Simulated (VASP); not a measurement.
# Ti (Fm-3m) in VASP: notebook, part 2 of 2

VASP 6.6.1.

## Step 3: Single point, r2SCAN (strain -0.040 along x and y, -0.040 along z)

POSCAR reads:

```
Ti
1.0
    0.0000000000      1.9488000000      1.9488000000
    1.9488000000      0.0000000000      1.9488000000
    1.9488000000      1.9488000000      0.0000000000
Ti
1
Direct
    0.0000000000      0.0000000000      0.0000000000
```

INCAR.step1 reads:

```
SYSTEM = Ti
  PREC = Accurate
  ENCUT = 520
  ISMEAR = 0
  SIGMA = 0.15
  LREAL = .False.
  LASPH = .True.
  NELM = 80
  NBANDS = 12
  GGA = PE
  ALGO = Normal
  EDIFF = 1E-4
  LWAVE = .True.
  LCHARG = .False.
```

INCAR.step2 reads:

```
SYSTEM = Ti
  PREC = Accurate
  ENCUT = 520
  EDIFF = 1E-6
  ISMEAR = 0
  SIGMA = 0.15
  LREAL = .False.
  LASPH = .True.
  NELM = 80
  ALGO = Normal
  ISIF = 2
  LWAVE = .False.
  LCHARG = .False.
  METAGGA = R2SCAN
  LMIXTAU = .True.
  NBANDS = 12
  ISTART = 1
```

KPOINTS reads:

```
regular mesh
0
Gamma
  20 20 20
  0 0 0
```

Potentials or basis: VASP PAW PBE potentials, release 64 (Ti_sv).

Launch:

```bash
$ cat potpaw_PBE.64/Ti_sv/POTCAR > POTCAR
$ cp INCAR.step1 INCAR
$ mpirun -np 1 vasp_std > vasp.out
$ cp INCAR.step2 INCAR
$ mpirun -np 1 vasp_std > vasp.out
```

It took 59 s on 1 thread of Intel Xeon 6975P-C (Granite Rapids), shared host; peak memory 0.16 GiB.

Results (log left out):

```
Free energy            : -12.7145 eV
Pressure               : 23.5 GPa
Band gap on the k mesh : zero (band 6 reaches 11.17 eV, above the bottom of band 7 at 9.59 eV)
```

Levels at points of the mesh, in eV from the Fermi level:
```tsv
k point	band 2	band 3	band 4	band 5	band 6	band 7	band 8	band 9	band 10	band 11
(0.00, 0.00, 0.00)	-33.34	-33.34	-33.34	-6.78	1.09	1.09	1.09	3.29	3.29	16.64
(0.50, 0.00, 0.00)	-34.50	-33.48	-33.48	-3.11	0.96	0.96	0.97	4.60	4.60	10.48
(0.50, 0.50, 0.00)	-34.41	-33.73	-33.73	-3.32	-2.30	3.71	4.65	4.92	4.92	13.07
```

Caveat: the cell differs from its parent crystal (strain -0.040 along x and y, -0.040 along z); the PAW data sets were made with another functional, which shifts forces and pressure a little.

## Step 4: Single point, r2SCAN (strain +0.040 along x and y, +0.040 along z)

POSCAR reads:

```
Ti
1.0
    0.0000000000      2.1112000000      2.1112000000
    2.1112000000      0.0000000000      2.1112000000
    2.1112000000      2.1112000000      0.0000000000
Ti
1
Direct
    0.0000000000      0.0000000000      0.0000000000
```

INCAR.step1 reads:

```
  PREC = Accurate
  ENCUT = 520
  ISMEAR = 0
  SIGMA = 0.15
  LREAL = F
  LASPH = T
  NELM = 100
  NBANDS = 12
  GGA = PE
  ALGO = Normal
  EDIFF = 1E-4
  LWAVE = T
  LCHARG = F
```

INCAR.step2 reads:

```
  PREC = Accurate
  ENCUT = 520
  EDIFF = 1E-6
  ISMEAR = 0
  SIGMA = 0.15
  LREAL = F
  LASPH = T
  NELM = 100
  ALGO = Normal
  ISIF = 2
  LWAVE = F
  LCHARG = T
  METAGGA = R2SCAN
  LMIXTAU = T
  LELF = T
  LVHAR = T
  NBANDS = 12
  ISTART = 1
```

KPOINTS reads:

```
Automatic mesh
0
Gamma
  20 20 20
```

Potentials or basis: VASP PAW PBE potentials, release 64 (Ti_sv).

Launch:

```bash
$ cat potpaw_PBE.64/Ti_sv/POTCAR > POTCAR
$ cp INCAR.step1 INCAR
$ mpirun -np 1 vasp_std > vasp.out
$ cp INCAR.step2 INCAR
$ mpirun -np 1 vasp_std > vasp.out
```

OUTCAR:

```text
PREC = Accurate
   ENCUT = 520
   EDIFF = 1E-6
   ISMEAR = 0
   LREAL = F
   LASPH = T
   NELM = 100
   ISIF = 2
   METAGGA = R2SCAN
   ISTART = 1

 ion  position               nearest neighbor table
   1  0.000  0.000  0.000-

  LATTYP: Found a face centered cubic cell.
 ALAT       =     4.2224000000

  Lattice vectors:

 A1 = (   0.0000000000,   2.1112000000,   2.1112000000)
 A2 = (   2.1112000000,   0.0000000000,   2.1112000000)
 A3 = (   2.1112000000,   2.1112000000,   0.0000000000)

Analysis of symmetry for initial positions (statically):
=====================================================================
 Subroutine PRICEL returns:
 Original cell was already a primitive cell.

 Routine SETGRP: Setting up the symmetry group for a
 face centered cubic supercell.

 Subroutine GETGRP returns: Found 48 space group operations
 (whereof 48 operations were pure point group operations)
 out of a pool of 48 trial point group operations.

The static configuration has the point symmetry O_h .

Analysis of symmetry for dynamics (positions and initial velocities):
[... 161 lines left out ...]
 cond. band min:       7.4040921548   @ k =   0.3000   0.1000   0.0500
 fundamental gap:      0.0108803550
 Fermi energy:         7.3933871699

 k-point     1 :       0.0000    0.0000    0.0000
  band No.  band energies     occupation
      1     -51.8169      2.00000
      2     -26.6990      2.00000
      3     -26.6989      2.00000
      4     -26.6989      2.00000
      5       1.1187      2.00000
      6       8.3308      0.00000
      7       8.3308      0.00000
      8       8.3308      0.00000
      9       9.9631      0.00000
     10       9.9631      0.00000
     11      22.7502      0.00000
     12      27.2287      0.00000
[... 331 lines left out ...]
 k-point    24 :      -0.3500    0.0500    0.0000
  band No.  band energies     occupation
      1     -51.7389      2.00000
      2     -27.1442      2.00000
      3     -26.7709      2.00000
      4     -26.7535      2.00000
      5       4.3087      2.00000
      6       7.2970      1.63637
      7       8.3679      0.00000
      8       8.4564      0.00000
      9      10.3746      0.00000
     10      10.7232      0.00000
     11      16.9113      0.00000
     12      22.4994      0.00000

 [... further k-points ...]
[... 5 lines left out ...]
  --------------------------------------------------------------------------------------
  -------------------------------------------------------------------------------------
  Total       -0.8823076     -0.8823076     -0.8823076     -0.0000000     -0.0000000     -0.0000000
  in kB      -75.1125473    -75.1125473    -75.1125473     -0.0000000     -0.0000000     -0.0000000
  external PRESSURE =     -75.1125473 kB  Pullay stress =       0.0000000 kB

 VOLUME and BASIS-vectors are now :
 -----------------------------------------------------------------------------
  energy-cutoff  :      520.00
  volume of cell :       18.82
      direct lattice vectors                 reciprocal lattice vectors
     0.000000000  2.111200000  2.111200000    -0.236832133  0.236832133  0.236832133
     2.111200000  0.000000000  2.111200000     0.236832133 -0.236832133  0.236832133
     2.111200000  2.111200000  0.000000000     0.236832133  0.236832133 -0.236832133

 POSITION                                       TOTAL-FORCE (eV/Angst)
 -----------------------------------------------------------------------------------
      0.00000      0.00000      0.00000         0.000000      0.000000     -0.000000
 -----------------------------------------------------------------------------------
    total drift:                                0.000000      0.000000      0.000000

  FREE ENERGIE OF THE ION-ELECTRON SYSTEM (eV)
  ---------------------------------------------------
  free  energy   TOTEN  =       -12.8549101533 eV

  energy  without entropy=      -12.8361774758  energy(sigma->0) =      -12.84554381
```

Run time: 67 s. Hardware: 1 thread of Intel Xeon 6975P-C (Granite Rapids), shared host; peak memory 0.18 GiB.

What came out:

| Property | Result |
| --- | --- |
| Free energy | -12.8549 eV |
| Pressure | -7.5 GPa |
| Band gap on the k mesh | zero (band 6 reaches 8.33 eV, above the bottom of band 7 at 7.00 eV) |

Levels at points of the mesh, in eV from the Fermi level:
| k point | band 4 | band 5 | band 6 | band 7 | band 8 | band 9 |
| --- | --- | --- | --- | --- | --- | --- |
| (0.00, 0.00, 0.00) | -34.09 | -6.27 | 0.94 | 0.94 | 0.94 | 2.57 |
| (0.50, 0.00, 0.00) | -34.16 | -2.53 | 0.28 | 0.89 | 0.89 | 3.47 |
| (0.50, 0.50, 0.00) | -34.28 | -2.37 | -1.56 | 2.47 | 3.54 | 3.68 |

Caveat: the cell differs from its parent crystal (strain +0.040 along x and y, +0.040 along z); the PAW data sets were made with another functional, which shifts forces and pressure a little.

## Step 5: The runs side by side

```csv
cell,gap on the mesh (eV),pressure (GPa)
"a = 2.641 Å, angles 60.0°, 1 atom",none,51.0
"a = 2.756 Å, angles 60.0°, 1 atom",none,23.5
"a = 2.986 Å, angles 60.0°, 1 atom",none,-7.5
```

Alike in all rows: task single point; level r2SCAN; potentials or basis VASP PAW PBE potentials, release 64 (Ti_sv); no spin polarisation; k mesh 20 × 20 × 20; cutoff (eV) 520; smearing gaussian 0.15 eV.

Caveats: the PAW data sets were made with another functional, which shifts forces and pressure a little.

Total energies depend on the potentials used, so only differences within one code and one set of settings carry meaning.
